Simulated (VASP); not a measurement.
# PbO in VASP: a series of runs

Runs on PbO. Level: PBE+D3(BJ). Tasks: single point.

Everything below comes from runs of VASP 6.6.1. Logs are shortened: lines on timing, memory, paths and dates and some standing lists are left out, and cuts for length are marked.

### 1 The cell of the first run

The cell holds a slab with vacuum, 4 atoms: a = 4.011 Å, b = 4.011 Å, c = 20.414 Å, α = 90.00°, β = 90.00°, γ = 90.00°.

### 2 Single point, PBE+D3(BJ)

Input file INCAR:

```
PREC = Accurate ; ENCUT = 520
EDIFF = 1E-7 ; ISMEAR = 0
SIGMA = 0.05 ; LREAL = F
LASPH = T ; NELM = 60
ALGO = Normal ; ISIF = 2
LWAVE = F ; LCHARG = F
LDIPOL = T ; IDIPOL = 3
DIPOL = 0.5 0.5 0.500 ; GGA = PE
IVDW = 12 ; NBANDS = 28
```

Input file KPOINTS:

```
regular mesh
0
Gamma
  7 7 1
```

Input file POSCAR:

```
PbO
1.0
    4.0111793665      0.0000000000      0.0000000000
    0.0000000000      4.0111793665      0.0000000000
    0.0000000000      0.0000000000     20.4144942285
Pb O
2 2
Direct
    0.5000000000      0.0000000000      0.4408632366
    0.0000000000      0.5000000000      0.5591367634
    0.0000000000      0.0000000000      0.5000000113
    0.5000000000      0.5000000000      0.5000000113
```

Potentials or basis: VASP PAW PBE potentials, release 64 (Pb_d, O).

The run is started by

```sh
> cat potpaw_PBE.64/Pb_d/POTCAR potpaw_PBE.64/O/POTCAR > POTCAR
> mpirun -np 1 vasp_std > vasp.out
```

OUTCAR:

```text
PREC = Accurate
   ENCUT = 520
   EDIFF = 1E-7
   ISMEAR = 0
   LREAL = F
   LASPH = T
   NELM = 60
   ISIF = 2
   GGA = PE
   IVDW = 12
 IVDW          = 12

 ion  position               nearest neighbor table
   1  0.500  0.000  0.441-   3 2.34   4 2.34   4 2.34   3 2.34   2 3.72   2 3.72   2 3.72   2 3.72

   2  0.000  0.500  0.559-   3 2.34   4 2.34   3 2.34   4 2.34   1 3.72   1 3.72   1 3.72   1 3.72

   3  0.000  0.000  0.500-   2 2.34   2 2.34   1 2.34   1 2.34
   4  0.500  0.500  0.500-   2 2.34   2 2.34   1 2.34   1 2.34

  LATTYP: Found a simple tetragonal cell.
 ALAT       =     4.0111793665
 C/A-ratio  =     5.0893994916

  Lattice vectors:

 A1 = (   4.0111793665,   0.0000000000,   0.0000000000)
 A2 = (   0.0000000000,   4.0111793665,   0.0000000000)
 A3 = (   0.0000000000,   0.0000000000,  20.4144942285)

Analysis of symmetry for initial positions (statically):
=====================================================================
 Subroutine PRICEL returns:
 Original cell was already a primitive cell.

 Routine SETGRP: Setting up the symmetry group for a
 simple tetragonal supercell.

 Subroutine GETGRP returns: Found 16 space group operations
 (whereof  8 operations were pure point group operations)
 out of a pool of 16 trial point group operations.

The static configuration has the point symmetry D_2d.
 The point group associated with its full space group is D_4h.

Analysis of symmetry for dynamics (positions and initial velocities):
=====================================================================
 Subroutine PRICEL returns:
 Original cell was already a primitive cell.

 Routine SETGRP: Setting up the symmetry group for a
 simple tetragonal supercell.

 Subroutine GETGRP returns: Found 16 space group operations
 (whereof  8 operations were pure point group operations)
 out of a pool of 16 trial point group operations.

The dynamic configuration has the point symmetry D_2d.
 The point group associated with its full space group is D_4h.

 Subroutine INISYM returns: Found 16 space group operations
 (whereof  8 operations are pure point group operations),
 and found     1 'primitive' translations

----------------------------------------------------------------------------------------

                                     Primitive cell

  volume of cell :     328.4602

  direct lattice vectors                    reciprocal lattice vectors
     4.011179367  0.000000000  0.000000000     0.249303237  0.000000000  0.000000000
     0.000000000  4.011179367  0.000000000     0.000000000  0.249303237  0.000000000
     0.000000000  0.000000000 20.414494229     0.000000000  0.000000000  0.048984804

  length of vectors
     4.011179367  4.011179367 20.414494229     0.249303237  0.249303237  0.048984804

  position of ions in fractional coordinates (direct lattice)
     0.500000000  0.000000000  0.440863237
     0.000000000  0.500000000  0.559136763
     0.000000000  0.000000000  0.500000011
     0.500000000  0.500000000  0.500000011

  ion indices of the primitive-cell ions
   primitive index   ion index
                 1           1
                 2           2
                 3           3
                 4           4

----------------------------------------------------------------------------------------

 KPOINTS: regular mesh

Automatic generation of k-mesh.
 Grid dimensions read from file:
 generate k-points for:    7    7    1

 Generating k-lattice:

  Cartesian coordinates                     Fractional coordinates (reciprocal lattice)
     0.035614748  0.000000000  0.000000000     0.142857143  0.000000000  0.000000000
     0.000000000  0.035614748  0.000000000     0.000000000  0.142857143  0.000000000
     0.000000000  0.000000000  0.048984804     0.000000000  0.000000000  1.000000000

  Length of vectors
     0.035614748  0.035614748  0.048984804

  Shift w.r.t. Gamma in fractional coordinates (k-lattice)
     0.000000000  0.000000000  0.000000000

 Subroutine IBZKPT returns following result:
 ===========================================

 Found     10 irreducible k-points:

 Following reciprocal coordinates:
            Coordinates               Weight
  0.000000  0.000000  0.000000      1.000000
  0.142857  0.000000  0.000000      4.000000
  0.285714  0.000000  0.000000      4.000000
  0.428571  0.000000  0.000000      4.000000
  0.142857  0.142857  0.000000      4.000000
  0.285714  0.142857  0.000000      8.000000
  0.428571  0.142857  0.000000      8.000000
  0.285714  0.285714  0.000000      4.000000
  0.428571  0.285714  0.000000      8.000000
  0.428571  0.428571  0.000000      4.000000
   k-points           NKPTS =     10   k-points in BZ     NKDIM =     10   number of bands    NBANDS=     28
   number of dos      NEDOS =    301   number of ions     NIONS =      4
   total plane-waves  NPLWV = 144000
   dimension x,y,z NGX =    30 NGY =   30 NGZ =  160
   dimension x,y,z NGXF=    60 NGYF=   60 NGZF=  320
   ions per type =               2   2
   NGX,Y,Z   is equivalent  to a cutoff of  12.43, 12.43, 13.03 a.u.
   NGXF,Y,Z  is equivalent  to a cutoff of  24.87, 24.87, 26.06 a.u.
 SYSTEM =  unknown system
   PREC   = accura    normal or accurate (medium, high low for compatibility)
   ISTART =      0    job   : 0-new  1-cont  2-samecut
   ICHARG =      2    charge: 1-file 2-atom 10-const
   ISPIN  =      1    spin polarized calculation?
   LNONCOLLINEAR =      F non collinear calculations
   LSORBIT =      F    spin-orbit coupling
   LASPH  =      T    aspherical Exc in radial PAW
   ENCUT  =  520.0 eV  38.22 Ry    6.18 a.u.   7.46  7.46 37.96*2*pi/ulx,y,z
   NELM   =     60;   NELMIN=  2; NELMDL= -5     # of ELM steps
   EDIFF  = 0.1E-06   stopping-criterion for ELM
   LREAL  =      F    real-space projection
   EDIFFG = 0.1E-05   stopping-criterion for IOM
   NSW    =      0    number of steps for IOM
   IBRION =     -1    ionic relax: 0-MD 1-quasi-New 2-CG
   NFREE  =      0    steps in history (QN), initial steepest desc. (CG)
   ISIF   =      2    stress and relaxation
   ISYM   =      2    0-nonsym 1-usesym 2-fastsym
   POTIM  = 0.5000    time-step for ionic-motion
   TEBEG  =    0.0;   TEEND  =   0.0 temperature during run
   PSTRESS=    0.0 pullay stress
   NELECT =      40.0000    total number of electrons
   NUPDOWN=      -1.0000    fix difference up-down
   EMIN   =  10.00;   EMAX   =-10.00  energy-range for DOS
   EFERMI =   0.00;   METHOD = LEGACY
   ISMEAR =     0;   SIGMA  =   0.05  broadening in eV -4-tet -1-fermi 0-gaus
   EFERMI_NEDOS =   21; number of points for ismear=-14 and -15
   IALGO  =     38    algorithm
   IMIX   =      4    mixing-type and parameters
     AMIX     =   0.40;   BMIX     =  1.00
     AMIX_MAG =   1.60;   BMIX_MAG =  1.00
  volume/ion in A,a.u.               =      82.12       554.14
  Fermi-wavevector in a.u.,A,eV,Ry     =   0.811460  1.533437  8.958997  0.658468
  Thomas-Fermi vector in A             =   1.920824
   LORBIT       =      0    0 simple, 1 ext, 2 COOP (PROOUT), +10 PAW based schemes
   GGA     = PE    functional components
   LHFCALC =     F    Hartree Fock is set to
   AEXX    =    0.0000 exact exchange contribution
   IVDW    =    12    specifies the selected vdW correction
   LEPSILON=     F    determine dielectric tensor
   LRPA    =     F    only Hartree local field effects (RPA)
 non-spin polarized calculation
 Gauss-broadening in eV      SIGMA  =   0.05
  energy-cutoff  :      520.00
  volume of cell :      328.46
 maximum number of plane-waves:      8947
 NGX is ok and might be reduce to    30
   NGX = 15   NGY = 15   NGZ = 75

 number of electron      40.0000008 magnetization

 dipolmoment           0.000000      0.000000     -0.000002 electrons x Angstroem

 Free energy of the ion-electron system (eV)
  ---------------------------------------------------
  ext. energy  EPLUGINS =         0.00000000
  ---------------------------------------------------
  free energy    TOTEN  =       -21.46085660 eV

  energy without entropy =      -21.46085660  energy(sigma->0) =      -21.46085660

 E-fermi :  -2.0852     XC(G=0):  -3.0234

 val. band max:       -2.3362301888   @ k =   0.0000   0.0000   0.0000
 cond. band min:       0.2489648749   @ k =   0.0000   0.0000   0.0000
 fundamental gap:      2.5851950637
 Fermi energy:        -2.0852027078

 k-point     1 :       0.0000    0.0000    0.0000
  band No.  band energies     occupation
      1     -19.9223      2.00000
      2     -19.4595      2.00000
      3     -17.7655      2.00000
      4     -17.7655      2.00000
      5     -17.7412      2.00000
      6     -17.7177      2.00000
[... 20 lines left out ...]
     27       3.3874      0.00000
     28       4.0147      0.00000

 k-point     2 :       0.1429    0.0000    0.0000
  band No.  band energies     occupation
      1     -19.8872      2.00000
      2     -19.4739      2.00000
      3     -17.7632      2.00000
      4     -17.7577      2.00000
      5     -17.7283      2.00000
      6     -17.7049      2.00000
[... 20 lines left out ...]
     27       3.5502      0.00000
     28       3.9427      0.00000

 k-point     3 :       0.2857    0.0000    0.0000
  band No.  band energies     occupation
      1     -19.7996      2.00000
      2     -19.5197      2.00000
      3     -17.7567      2.00000
      4     -17.7378      2.00000
      5     -17.6981      2.00000
      6     -17.6978      2.00000
[... 20 lines left out ...]
     27       4.0008      0.00000
     28       4.0252      0.00000

 k-point     4 :       0.4286    0.0000    0.0000
  band No.  band energies     occupation
      1     -19.6943      2.00000
      2     -19.5963      2.00000
      3     -17.7452      2.00000
      4     -17.7259      2.00000
      5     -17.7141      2.00000
      6     -17.6956      2.00000
[... 144 lines left out ...]
     27       3.7888      0.00000
     28       4.0689      0.00000

 k-point     9 :       0.4286    0.2857    0.0000
  band No.  band energies     occupation
      1     -19.6569      2.00000
      2     -19.5979      2.00000
      3     -17.7079      2.00000
      4     -17.6926      2.00000
      5     -17.6783      2.00000
      6     -17.6622      2.00000
[... 20 lines left out ...]
     27       4.6663      0.00000
     28       4.8436      0.00000

 k-point    10 :       0.4286    0.4286    0.0000
  band No.  band energies     occupation
      1     -19.6309      2.00000
      2     -19.6103      2.00000
      3     -17.6990      2.00000
      4     -17.6935      2.00000
      5     -17.6369      2.00000
      6     -17.6297      2.00000
[... 20 lines left out ...]
     27       4.6497      0.00000
     28       4.6580      0.00000

------------------------ aborting loop because EDIFF is reached ----------------------------------------

 vacuum level on the upper side and lower side of the slab       (xc-potential included)        -0.079        -0.079

 Edisp (eV)   -0.55050

 E8    (eV) :    -0.2615

  FORCE on cell =-STRESS in cart. coord.  units (eV):
  Direction    XX          YY          ZZ          XY          YZ          ZX
  --------------------------------------------------------------------------------------
  -------------------------------------------------------------------------------------
  Total       0.04180     0.04180     0.01341     0.00000     0.00000     0.00000
  in kB       0.20390     0.20390     0.06539     0.00000     0.00000     0.00000
  external pressure =        0.16 kB  Pullay stress =        0.00 kB

 VOLUME and BASIS-vectors are now :
 -----------------------------------------------------------------------------
  energy-cutoff  :      520.00
  volume of cell :      328.46
      direct lattice vectors                 reciprocal lattice vectors
     4.011179367  0.000000000  0.000000000     0.249303237  0.000000000  0.000000000
     0.000000000  4.011179367  0.000000000     0.000000000  0.249303237  0.000000000
     0.000000000  0.000000000 20.414494229     0.000000000  0.000000000  0.048984804

 POSITION                                       TOTAL-FORCE (eV/Angst)
 -----------------------------------------------------------------------------------
      2.00559      0.00000      9.00000         0.000000     -0.000000     -0.038507
      0.00000      2.00559     11.41449        -0.000000      0.000000      0.038507
      0.00000      0.00000     10.20725        -0.000000     -0.000000      0.000000
      2.00559      2.00559     10.20725        -0.000000      0.000000      0.000000
 -----------------------------------------------------------------------------------
    total drift:                                0.000000      0.000000     -0.000846

  FREE ENERGIE OF THE ION-ELECTRON SYSTEM (eV)
  ---------------------------------------------------
  free  energy   TOTEN  =       -22.0113522368 eV

  energy  without entropy=      -22.0113522368  energy(sigma->0) =      -22.01135224

 vacuum level on the upper side and lower side of the slab         2.175         2.175
```

Run time: 5.7 min. Hardware: 1 thread of Intel Xeon 8259CL, shared host; peak memory 0.41 GiB.

What came out:

```yaml
Free_energy: -22.0114 eV
Largest_force: 0.039 eV/Å
Band_gap_on_the_k_mesh: 2.59 eV
Dispersion_energy_per_atom: -0.138 eV
```

Forces on the atoms (eV/Å):
```
Pb   0.000  0.000 -0.039
Pb   0.000  0.000  0.039
O    0.000  0.000  0.000
O    0.000  0.000  0.000
```

Levels at points of the mesh, in eV from the valence-band top:
```csv
k point,band 17,band 18,band 19,band 20,band 21,band 22,band 23,band 24
"(0.00, 0.00, 0.00)",-1.08,-0.99,-0.99,0.00,2.59,2.60,4.52,4.70
```

Caveat: spin-orbit coupling is left out, which moves the levels of the heavy elements.

### 3 Single point, PBE+D3(BJ)

This run uses another cell than the first one.

Input file INCAR:

```
PREC     = Accurate       # precision mode
ENCUT    = 520            # plane-wave cutoff, eV
EDIFF    = 1E-7           # SCF threshold, eV
ISMEAR   = 0              # smearing method
SIGMA    = 0.05           # smearing width, eV
LREAL    = False          # projectors in reciprocal space
LASPH    = True           # aspherical terms in the spheres
NELM     = 100            # most SCF steps
ALGO     = Normal         # electronic algorithm
ISIF     = 2              # what is computed and relaxed
LWAVE    = False          # write WAVECAR
LCHARG   = False          # write CHGCAR
LDIPOL   = True         
IDIPOL   = 3            
DIPOL    = 0.5 0.5 0.500
GGA      = PE             # functional
IVDW     = 12             # dispersion correction
NBANDS   = 28             # bands
```

Input file KPOINTS:

```
Automatic mesh
0
Gamma
  8 8 1
```

Input file POSCAR:

```
PbO
1.0
    3.9744000000      0.0000000000      0.0000000000
    0.0000000000      3.9744000000      0.0000000000
    0.0000000000      0.0000000000     20.3613442038
Pb O
2 2
Direct
    0.5000000000      0.0000000000      0.4420140394
    0.0000000000      0.5000000000      0.5579859606
    0.0000000000      0.0000000000      0.5000000000
    0.5000000000      0.5000000000      0.5000000000
```

Potentials or basis: VASP PAW PBE potentials, release 64 (Pb_d, O).

The run is started by

```sh
> cat potpaw_PBE.64/Pb_d/POTCAR potpaw_PBE.64/O/POTCAR > POTCAR
> mpirun -np 1 vasp_std > vasp.out
```

Run time: 8.2 min. Hardware: 1 thread of Intel Xeon 8259CL, shared host; peak memory 0.45 GiB.

Results (log left out):

```
Free energy                : -21.9755 eV
Largest force              : 0.706 eV/Å
Band gap on the k mesh     : 2.59 eV
Dispersion energy per atom : -0.141 eV
```

Forces in eV/Å, atoms in the order of the input:
```
Pb   0.000  0.000 -0.706
Pb   0.000  0.000  0.706
O    0.000  0.000  0.000
O    0.000  0.000  0.000
```

Levels at points of the mesh, in eV from the valence-band top:
```
           k point  band 18  band 19  band 20  band 21  band 22  band 23
(0.00, 0.00, 0.00)    -1.18    -1.18     0.00     2.59     2.63     4.58
(0.50, 0.00, 0.00)    -2.50    -0.67    -0.67     3.42     3.42     5.06
(0.50, 0.50, 0.00)    -1.25    -0.54    -0.54     3.29     3.29     5.34
```

Caveat: spin-orbit coupling is left out, which moves the levels of the heavy elements.

### 4 Single point, PBE+D3(BJ)

This run uses another cell than the first one.

Input file INCAR:

```
SYSTEM = PbO
ALGO = Normal ; DIPOL = 0.5 0.5 0.500
EDIFF = 1E-6 ; ENCUT = 520
GGA = PE ; IDIPOL = 3
ISIF = 2 ; ISMEAR = 0
IVDW = 12 ; LASPH = .True.
LCHARG = .False. ; LDIPOL = .True.
LREAL = .False. ; LWAVE = .False.
NBANDS = 28 ; NELM = 80
PREC = Accurate ; SIGMA = 0.05
```

Input file KPOINTS:

```
k-points
0
Gamma
  8 8 1
  0 0 0
```

Input file POSCAR:

```
PbO
1.0
    4.0111793665      0.0000000000      0.0000000000
    0.0000000000      4.0111793665      0.0000000000
    0.0000000000      0.0000000000     20.3613442038
Pb O
2 2
Direct
    0.5000000000      0.0000000000      0.4407088639
    0.0000000000      0.5000000000      0.5592911247
    0.0000000000      0.0000000000      0.5000000057
    0.5000000000      0.5000000000      0.5000000057
```

The run is started by

```sh
> cat potpaw_PBE.64/Pb_d/POTCAR potpaw_PBE.64/O/POTCAR > POTCAR
> mpirun -np 1 vasp_std > vasp.out
```

It took 8.6 min on 1 thread of Intel Xeon 8259CL, shared host; peak memory 0.43 GiB.

The run converged. Its results:

- Free energy: -22.0114 eV
- Largest force: 0.039 eV/Å
- Band gap on the k mesh: 2.59 eV
- Dispersion energy per atom: -0.138 eV

Forces on the atoms (eV/Å):
```
Pb   0.000  0.000 -0.039
Pb   0.000  0.000  0.039
O    0.000  0.000  0.000
O    0.000  0.000  0.000
```

Levels at points of the mesh, in eV from the valence-band top:
| k point | band 16 | band 17 | band 18 | band 19 | band 20 | band 21 | band 22 | band 23 | band 24 | band 25 |
| --- | --- | --- | --- | --- | --- | --- | --- | --- | --- | --- |
| (0.00, 0.00, 0.00) | -3.45 | -1.08 | -0.99 | -0.99 | 0.00 | 2.59 | 2.60 | 4.53 | 4.71 | 5.48 |
| (0.50, 0.00, 0.00) | -2.68 | -2.28 | -2.28 | -0.65 | -0.65 | 3.38 | 3.38 | 4.96 | 4.96 | 6.69 |
| (0.50, 0.50, 0.00) | -2.90 | -1.27 | -1.27 | -0.38 | -0.38 | 3.20 | 3.20 | 5.22 | 5.22 | 6.56 |

Caveat: spin-orbit coupling is left out, which moves the levels of the heavy elements.

### 5 The runs side by side

```csv
cell,k mesh,gap on the mesh (eV),largest force (eV/Å)
"a = 4.011, b = 4.011, c = 20.414 Å, 4 atoms, atomic positions A",7 × 7 × 1,2.59,0.04
"a = 3.974, b = 3.974, c = 20.361 Å, 4 atoms, atomic positions B",8 × 8 × 1,2.59,0.71
"a = 4.011, b = 4.011, c = 20.361 Å, 4 atoms, atomic positions A",8 × 8 × 1,2.59,0.04
```

Alike in all rows: task single point; level PBE+D3(BJ); potentials or basis VASP PAW PBE potentials, release 64 (Pb_d, O); no spin polarisation; cutoff (eV) 520; smearing gaussian 0.05 eV.

Caveats: spin-orbit coupling is left out, which moves the levels of the heavy elements.

Total energies depend on the potentials used, so only differences within one code and one set of settings carry meaning.
